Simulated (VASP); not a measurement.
**InRu3: single point with PBE**

Crystal: InRu3.

```
CELL_PARAMETERS angstrom
0.00000 3.14605 3.14605
3.14605 0.00000 3.14605
3.14605 3.14605 0.00000
ATOMIC_POSITIONS crystal
In 0.00000 0.00000 0.00000
Ru 0.25000 0.25000 0.25000
Ru 0.75000 0.75000 0.75000
Ru 0.50000 0.50000 0.50000
```

The cell was generated, and may not be a known phase.

```yaml
Program: VASP 6.6.1
Task: single point
Functional: PBE
Potentials_or_basis: VASP PAW PBE potentials, release 64 (In_d, Ru_pv)
Cutoff: 520 eV
k_mesh: 12 × 12 × 12
Occupations: gaussian, width 0.1 eV
Spin: collinear spin, ferromagnetic start
Starting_moments: "[0.0, 0.22, 0.22, 1.18] μB"
Dipole_correction: no
Further_INCAR_settings: ALGO = Fast; EDIFF = 1e-06; NBANDS = 40
```

```json
{
 "Pressure": "0.0 GPa",
 "Net moment": "1.61 μB per cell",
 "Site moments": "In +0.01; Ru +0.22, +1.12 (each value once) μB",
 "Valence electrons inside the program's atomic spheres": "In 11.69; Ru 12.56, 12.46 (each value once)"
}
```

Levels at points of the mesh, in eV from the Fermi level:
Spin up:
```csv
k point,band 25,band 26,band 27,band 28,band 29,band 30,band 31,band 32
"(0.00, 0.00, 0.00)",-0.42,0.03,0.03,0.03,0.32,0.32,4.19,6.11
"(0.50, 0.00, 0.00)",-1.58,-1.14,-0.48,-0.48,-0.04,-0.04,0.59,5.25
"(0.50, 0.50, 0.00)",-0.66,-0.64,-0.45,-0.45,-0.45,0.25,0.62,0.62
```
Spin down:
```csv
k point,band 24,band 25,band 26,band 27,band 28,band 29,band 30,band 31
"(0.00, 0.00, 0.00)",0.22,0.22,0.22,0.50,0.50,0.58,0.58,4.33
"(0.50, 0.00, 0.00)",-1.44,-1.44,-1.05,0.22,0.22,0.43,0.43,0.92
"(0.50, 0.50, 0.00)",-1.15,-0.55,-0.39,-0.39,-0.06,0.41,0.50,0.95
```

It took 3.5 min on 1 thread of Intel(R) Xeon(R) 6975P-C (Granite Rapids), on a shared host, peak memory 0.41 GiB.

Caveat: spin-orbit coupling is left out, which moves the levels of the heavy elements.
